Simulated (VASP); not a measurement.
# SiC (P6_3mc) in VASP: settings compared

Aim: see how the results for SiC move with the level of theory and the settings. Levels: PBE-based screened hybrid with 25 % exact exchange, b88 exchange, pbe correlation, SVWN5, B3LYP5. Tasks: single point, relaxation of cell and atoms.

Program: VASP 6.6.1. These are calculated values, not measurements. Logs are shortened: lines on timing, memory, paths and dates and some standing lists are left out, and cuts for length are marked.

### Step 1. The cell of the first run

The structure is hexagonal, space group P6_3mc (No. 186). The conventional cell has a = 3.076 Å, b = 3.076 Å, c = 5.048 Å, α = 90.00°, β = 90.00°, γ = 120.00°. Si (site symmetry 3m) has 4 C at 1.87 to 1.94 Å within 2.5 Å. Within 2.5 Å of C (site symmetry 3m) lie 4 Si at 1.87 to 1.94 Å.

### Step 2. Single point, PBE-based screened hybrid with 25 % exact exchange

POSCAR reads:

```
SiC
1.0
    3.0760000000      0.0000000000      0.0000000000
   -1.5380000000      2.6638941420      0.0000000000
    0.0000000000      0.0000000000      5.0480000000
Si C
2 2
Direct
    0.6666666667      0.3333333333      0.5000000000
    0.3333333333      0.6666666667      0.0000000000
    0.6666666667      0.3333333333      0.8850000000
    0.3333333333      0.6666666667      0.3850000000
```

INCAR.step1 reads:

```
ALGO     = Normal         # electronic algorithm
EDIFF    = 1E-5           # SCF threshold, eV
ENCUT    = 520            # plane-wave cutoff, eV
GGA      = PE             # functional
ISIF     = 2              # what is computed and relaxed
ISMEAR   = -1             # smearing method
LASPH    = T              # aspherical terms in the spheres
LREAL    = F              # projectors in reciprocal space
LWAVE    = T              # write WAVECAR
NBANDS   = 16             # bands
NELM     = 60             # most SCF steps
PREC     = Accurate       # precision mode
SIGMA    = 0.05           # smearing width, eV
```

INCAR.step2 reads:

```
AEXX     = 0.25           # exact-exchange fraction
ALGO     = Normal         # electronic algorithm
EDIFF    = 1E-6           # SCF threshold, eV
ENCUT    = 520            # plane-wave cutoff, eV
GGA      = PE             # functional
HFSCREEN = 0.3            # screening, 1/A
ISIF     = 2              # what is computed and relaxed
ISMEAR   = -1             # smearing method
ISTART   = 1            
LASPH    = T              # aspherical terms in the spheres
LCHARG   = T              # write CHGCAR
LELF     = T              # ELF
LHFCALC  = T              # exact exchange
LREAL    = F              # projectors in reciprocal space
LVHAR    = T            
LWAVE    = F              # write WAVECAR
NBANDS   = 16             # bands
NELM     = 60             # most SCF steps
PREC     = Accurate       # precision mode
PRECFOCK = Normal       
SIGMA    = 0.05           # smearing width, eV
```

KPOINTS reads:

```
k-points
0
Gamma
  5 5 3
```

Potentials or basis: VASP PAW PBE potentials, release 64 (Si, C).

The run is started by

```sh
$ cat potpaw_PBE.64/Si/POTCAR potpaw_PBE.64/C/POTCAR > POTCAR
$ cp INCAR.step1 INCAR
$ mpirun -np 1 vasp_std > vasp.out
$ cp INCAR.step2 INCAR
$ mpirun -np 1 vasp_std > vasp.out
```

OUTCAR:

```text
AEXX = 0.25
   EDIFF = 1E-6
   ENCUT = 520
   GGA = PE
   HFSCREEN = 0.3
   ISIF = 2
   ISMEAR = -1
   ISTART = 1
   LASPH = T
   LHFCALC = T
   LREAL = F
   NELM = 60
   PREC = Accurate
   PRECFOCK = Normal

 ion  position               nearest neighbor table
   1  0.667  0.333  0.500-   4 1.87   4 1.87   4 1.87   3 1.94   2 3.09   2 3.09   2 3.09   2 3.09
                             2 3.09   2 3.09
   2  0.333  0.667  0.000-   3 1.87   3 1.87   3 1.87   4 1.94   1 3.09   1 3.09   1 3.09   1 3.09
                             1 3.09   1 3.09
   3  0.667  0.333  0.885-   2 1.87   2 1.87   2 1.87   1 1.94
   4  0.333  0.667  0.385-   1 1.87   1 1.87   1 1.87   2 1.94

  LATTYP: Found a hexagonal cell.
 ALAT       =     3.0760000000
 C/A-ratio  =     1.6410923277

  Lattice vectors:

 A1 = (   3.0760000000,   0.0000000000,   0.0000000000)
 A2 = (  -1.5380000000,   2.6638941420,   0.0000000000)
 A3 = (   0.0000000000,   0.0000000000,   5.0480000000)

Analysis of symmetry for initial positions (statically):
=====================================================================
 Subroutine PRICEL returns:
 Original cell was already a primitive cell.

 Routine SETGRP: Setting up the symmetry group for a
 hexagonal supercell.

 Subroutine GETGRP returns: Found 12 space group operations
 (whereof  6 operations were pure point group operations)
 out of a pool of 24 trial point group operations.

The static configuration has the point symmetry C_3v.
 The point group associated with its full space group is C_6v.

Analysis of symmetry for dynamics (positions and initial velocities):
=====================================================================
 Subroutine PRICEL returns:
 Original cell was already a primitive cell.

 Routine SETGRP: Setting up the symmetry group for a
 hexagonal supercell.

 Subroutine GETGRP returns: Found 12 space group operations
 (whereof  6 operations were pure point group operations)
 out of a pool of 24 trial point group operations.

The dynamic configuration has the point symmetry C_3v.
 The point group associated with its full space group is C_6v.

 Subroutine INISYM returns: Found 12 space group operations
 (whereof  6 operations are pure point group operations),
 and found     1 'primitive' translations

----------------------------------------------------------------------------------------

                                     Primitive cell

  volume of cell :      41.3640

  direct lattice vectors                    reciprocal lattice vectors
     3.076000000  0.000000000  0.000000000     0.325097529  0.187695146  0.000000000
    -1.538000000  2.663894142  0.000000000     0.000000000  0.375390292  0.000000000
     0.000000000  0.000000000  5.048000000     0.000000000  0.000000000  0.198098257

  length of vectors
     3.076000000  3.076000000  5.048000000     0.375390292  0.375390292  0.198098257

  position of ions in fractional coordinates (direct lattice)
     0.666666667  0.333333333  0.500000000
     0.333333333  0.666666667  0.000000000
     0.666666667  0.333333333  0.885000000
     0.333333333  0.666666667  0.385000000

  ion indices of the primitive-cell ions
   primitive index   ion index
                 1           1
                 2           2
                 3           3
                 4           4

----------------------------------------------------------------------------------------

 KPOINTS: k-points

Automatic generation of k-mesh.
 Grid dimensions read from file:
 generate k-points for:    5    5    3

 Generating k-lattice:

  Cartesian coordinates                     Fractional coordinates (reciprocal lattice)
     0.065019506  0.037539029  0.000000000     0.200000000  0.000000000  0.000000000
     0.000000000  0.075078058  0.000000000     0.000000000  0.200000000  0.000000000
     0.000000000  0.000000000  0.066032752     0.000000000  0.000000000  0.333333333

  Length of vectors
     0.075078058  0.075078058  0.066032752

  Shift w.r.t. Gamma in fractional coordinates (k-lattice)
     0.000000000  0.000000000  0.000000000

 Subroutine IBZKPT returns following result:
 ===========================================

 Found     10 irreducible k-points:

 Following reciprocal coordinates:
            Coordinates               Weight
  0.000000  0.000000  0.000000      1.000000
  0.200000 -0.000000  0.000000      6.000000
  0.400000 -0.000000  0.000000      6.000000
  0.200000  0.200000  0.000000      6.000000
  0.400000  0.200000  0.000000      6.000000
  0.000000  0.000000  0.333333      2.000000
  0.200000 -0.000000  0.333333     12.000000
  0.400000 -0.000000  0.333333     12.000000
  0.200000  0.200000  0.333333     12.000000
  0.400000  0.200000  0.333333     12.000000
   k-points           NKPTS =     10   k-points in BZ     NKDIM =     75   number of bands    NBANDS=     16
   number of dos      NEDOS =    301   number of ions     NIONS =      4
   total plane-waves  NPLWV =  23040
   dimension x,y,z NGX =    24 NGY =   24 NGZ =   40
   dimension x,y,z NGXF=    48 NGYF=   48 NGZF=   80
   ions per type =               2   2
   NGX,Y,Z   is equivalent  to a cutoff of  12.97, 12.97, 13.17 a.u.
   NGXF,Y,Z  is equivalent  to a cutoff of  25.94, 25.94, 26.35 a.u.
 SYSTEM =  unknown system
   PREC   = accura    normal or accurate (medium, high low for compatibility)
   ISTART =      1    job   : 0-new  1-cont  2-samecut
   ICHARG =      0    charge: 1-file 2-atom 10-const
   ISPIN  =      1    spin polarized calculation?
   LNONCOLLINEAR =      F non collinear calculations
   LSORBIT =      F    spin-orbit coupling
   LASPH  =      T    aspherical Exc in radial PAW
   ENCUT  =  520.0 eV  38.22 Ry    6.18 a.u.   5.72  5.72  9.39*2*pi/ulx,y,z
   NELM   =     60;   NELMIN=  2; NELMDL=  0     # of ELM steps
   EDIFF  = 0.1E-05   stopping-criterion for ELM
   LREAL  =      F    real-space projection
   EDIFFG = 0.1E-04   stopping-criterion for IOM
   NSW    =      0    number of steps for IOM
   IBRION =     -1    ionic relax: 0-MD 1-quasi-New 2-CG
   NFREE  =      0    steps in history (QN), initial steepest desc. (CG)
   ISIF   =      2    stress and relaxation
   ISYM   =      3    0-nonsym 1-usesym 2-fastsym
   POTIM  = 0.5000    time-step for ionic-motion
   TEBEG  =    0.0;   TEEND  =   0.0 temperature during run
   PSTRESS=    0.0 pullay stress
   NELECT =      16.0000    total number of electrons
   NUPDOWN=      -1.0000    fix difference up-down
   EMIN   =  10.00;   EMAX   =-10.00  energy-range for DOS
   EFERMI =   0.00;   METHOD = LEGACY
   ISMEAR =    -1;   SIGMA  =   0.05  broadening in eV -4-tet -1-fermi 0-gaus
   EFERMI_NEDOS =   21; number of points for ismear=-14 and -15
   IALGO  =     38    algorithm
   IMIX   =      1    mixing-type and parameters
     AMIX     =   0.40;   BMIX     =  1.00
     AMIX_MAG =   1.60;   BMIX_MAG =  1.00
  volume/ion in A,a.u.               =      10.34        69.78
  Fermi-wavevector in a.u.,A,eV,Ry     =   1.192817  2.254098 19.358549  1.422813
  Thomas-Fermi vector in A             =   2.328847
   LORBIT       =      0    0 simple, 1 ext, 2 COOP (PROOUT), +10 PAW based schemes
   GGA     = PE    functional components
   LHFCALC =     T    Hartree Fock is set to
   PRECFOCK=normal    Normal, Fast or Accurate (Low or Medium for compatibility)
   ENCUT4O =  -1.0   cutoff for four orbital integrals eV
   NKREDX  =     1    reduce k-point grid by
   NKREDY  =     1    reduce k-point grid by
   NKREDZ  =     1    reduce k-point grid by
   AEXX    =    0.2500 exact exchange contribution
   HFSCREEN=    0.3000 screening length (either q_TF or 0.3 A-1)
   HFSCREENC=   0.3000 screening length for correlation (either q_TF or 0.3 A-1)
   ENCUTFOCK=  -1.0 apply spherical cutoff to Coloumb kernel
   IVDW    =     0    specifies the selected vdW correction
   LEPSILON=     F    determine dielectric tensor
   LRPA    =     F    only Hartree local field effects (RPA)
 non-spin polarized calculation
  energy-cutoff  :      520.00
  volume of cell :       41.36
 maximum number of plane-waves:      1118
 NGX is ok and might be reduce to    24
  NGX = 18; NGY = 18; NGZ = 30

 number of electron      16.0000000 magnetization

 Free energy of the ion-electron system (eV)
  ---------------------------------------------------
  ext. energy  EPLUGINS =         0.00000000
  ---------------------------------------------------
  free energy    TOTEN  =       -33.95250050 eV

  energy without entropy =      -33.95250050  energy(sigma->0) =      -33.95250050

 E-fermi :   8.9505     XC(G=0):  -9.4941

 val. band max:        7.9696681653   @ k =   0.0000   0.0000   0.0000
 cond. band min:      11.5171799704   @ k =   0.4000  -0.0000   0.0000
 fundamental gap:      3.5475118051
 Fermi energy:         8.9504768332

 k-point     1 :       0.0000    0.0000    0.0000
  band No.  band energies     occupation
      1      -9.2988      2.00000
      2      -5.5300      2.00000
      3      -1.4907      2.00000
      4       6.2378      2.00000
      5       6.2378      2.00000
      6       7.6519      2.00000
[... 8 lines left out ...]
     15      17.7873      0.00000
     16      20.6985      0.00000

 k-point     2 :       0.2000   -0.0000    0.0000
  band No.  band energies     occupation
      1      -8.5522      2.00000
      2      -4.9071      2.00000
      3      -0.8059      2.00000
      4       3.2228      2.00000
      5       5.2803      2.00000
      6       5.3727      2.00000
[... 8 lines left out ...]
     15      18.5507      0.00000
     16      19.1165      0.00000

 k-point     3 :       0.4000   -0.0000    0.0000
  band No.  band energies     occupation
      1      -6.5125      2.00000
      2      -3.8342      2.00000
      3      -0.6783      2.00000
      4       1.3834      2.00000
      5       1.8290      2.00000
      6       4.2281      2.00000
[... 8 lines left out ...]
     15      20.1633      0.00000
     16      21.1586      0.00000
[... 96 lines left out ...]
 k-point     9 :       0.2000    0.2000    0.3333
  band No.  band energies     occupation
      1      -6.5899      2.00000
      2      -5.1277      2.00000
      3       0.5059      2.00000
      4       1.8051      2.00000
      5       3.4306      2.00000
      6       3.5378      2.00000
[... 8 lines left out ...]
     15      18.5171      0.00000
     16      20.3903      0.00000

 k-point    10 :       0.4000    0.2000    0.3333
  band No.  band energies     occupation
      1      -4.8102      2.00000
      2      -4.1280      2.00000
      3      -0.9760      2.00000
      4      -0.2551      2.00000
      5       2.0831      2.00000
      6       3.4077      2.00000
[... 8 lines left out ...]
     15      21.2374      0.00000
     16      21.9319      0.00000

------------------------ aborting loop because EDIFF is reached ----------------------------------------

  FORCE on cell =-STRESS in cart. coord.  units (eV):
  Direction    XX          YY          ZZ          XY          YZ          ZX
  --------------------------------------------------------------------------------------
  -------------------------------------------------------------------------------------
  Total        0.1615012      0.1615012     -1.1102079      0.0000000      0.0000000     -0.0000000
  in kB        6.2555247      6.2555247    -43.0023569      0.0000000      0.0000000     -0.0000000
  external PRESSURE =     -10.1637692 kB  Pullay stress =       0.0000000 kB

 VOLUME and BASIS-vectors are now :
 -----------------------------------------------------------------------------
  energy-cutoff  :      520.00
  volume of cell :       41.36
      direct lattice vectors                 reciprocal lattice vectors
     3.076000000  0.000000000  0.000000000     0.325097529  0.187695146  0.000000000
    -1.538000000  2.663894142  0.000000000     0.000000000  0.375390292  0.000000000
     0.000000000  0.000000000  5.048000000     0.000000000  0.000000000  0.198098257

 POSITION                                       TOTAL-FORCE (eV/Angst)
 -----------------------------------------------------------------------------------
      1.53800      0.88796      2.52400         0.000000     -0.000000      0.757791
     -0.00000      1.77593      0.00000        -0.000000      0.000000      0.757791
      1.53800      0.88796      4.46748         0.000000      0.000000     -0.757791
     -0.00000      1.77593      1.94348        -0.000000      0.000000     -0.757791
 -----------------------------------------------------------------------------------
    total drift:                                0.000000      0.000000     -0.000184

  FREE ENERGIE OF THE ION-ELECTRON SYSTEM (eV)
  ---------------------------------------------------
  free  energy   TOTEN  =       -33.9525005028 eV

  energy  without entropy=      -33.9525005027  energy(sigma->0) =      -33.95250050
```

Run time: 3.1 min. Hardware: 1 thread of AMD EPYC 9R45 (Zen 5), shared host; peak memory 0.22 GiB.

What came out:

```yaml
Free_energy: -33.9525 eV
Pressure: -1.0 GPa
Largest_force: 0.758 eV/Å
Band_gap_on_the_k_mesh: 3.55 eV (least direct gap 5.08 eV)
```

Forces on the atoms (eV/Å):
```
Si   0.000  0.000  0.758
Si   0.000  0.000  0.758
C    0.000  0.000 -0.758
C    0.000  0.000 -0.758
```

Caveat: the k points lie up to 0.47 Å⁻¹ apart; the PAW data sets were made with another functional, which shifts forces and pressure a little; an odd mesh through Γ misses points on the zone boundary, where band edges can lie.

### Step 3. Single point, b88 exchange, pbe correlation

This run uses another cell than the first one, of 10.51 Å³/atom.

INCAR reads:

```
ALGO = Normal
EDIFF = 1E-6
ENCUT = 600
GGA = LIBXC
GGA_COMPAT = F
ISIF = 2
ISMEAR = -1
LASPH = T
LCHARG = F
LIBXC1 = GGA_X_B88
LIBXC2 = GGA_C_PBE
LREAL = F
LWAVE = F
NBANDS = 16
NELM = 120
PREC = Accurate
SIGMA = 0.05
```

KPOINTS reads:

```
k-points
0
Gamma
  10 10 5
```

POSCAR reads:

```
SiC
1.0
    3.0924809903      0.0000000000      0.0000000000
   -1.5462404951      2.6781670983      0.0000000000
    0.0000000000      0.0000000000      5.0756775986
Si C
2 2
Direct
    0.6666666667      0.3333333333      0.5045932650
    0.3333333333      0.6666666667      0.0045932650
    0.6666666667      0.3333333333      0.8804067350
    0.3333333333      0.6666666667      0.3804067350
```

Potentials or basis: VASP PAW PBE potentials, release 64 (Si, C).

The run is started by

```sh
$ cat potpaw_PBE.64/Si/POTCAR potpaw_PBE.64/C/POTCAR > POTCAR
$ mpirun -np 1 vasp_std > vasp.out
```

Run time: 38 s. Hardware: 1 thread of Intel Xeon Platinum 8375C at 2.90GHz (Ice Lake), shared host; peak memory 0.18 GiB.

It converged, with:

- Free energy: -29.7140 eV
- Pressure: -0.2 GPa
- Band gap on the k mesh: 2.46 eV (least direct gap 3.95 eV)

Levels at points of the mesh, in eV from the valence-band top:
| k point | band 4 | band 5 | band 6 | band 7 | band 8 | band 9 | band 10 | band 11 | band 12 | band 13 |
| --- | --- | --- | --- | --- | --- | --- | --- | --- | --- | --- |
| (0.00, 0.00, 0.00) | -1.31 | -1.31 | -0.11 | 0.00 | 0.00 | 4.68 | 6.03 | 6.58 | 6.58 | 7.62 |
| (0.50, 0.00, 0.00) | -6.25 | -5.36 | -3.28 | -3.23 | -1.19 | 2.76 | 4.21 | 6.76 | 7.08 | 9.91 |

Caveat: the PAW data sets were made with another functional, which shifts forces and pressure a little; an odd mesh through Γ misses points on the zone boundary, where band edges can lie.

[end of part 1 of 2]
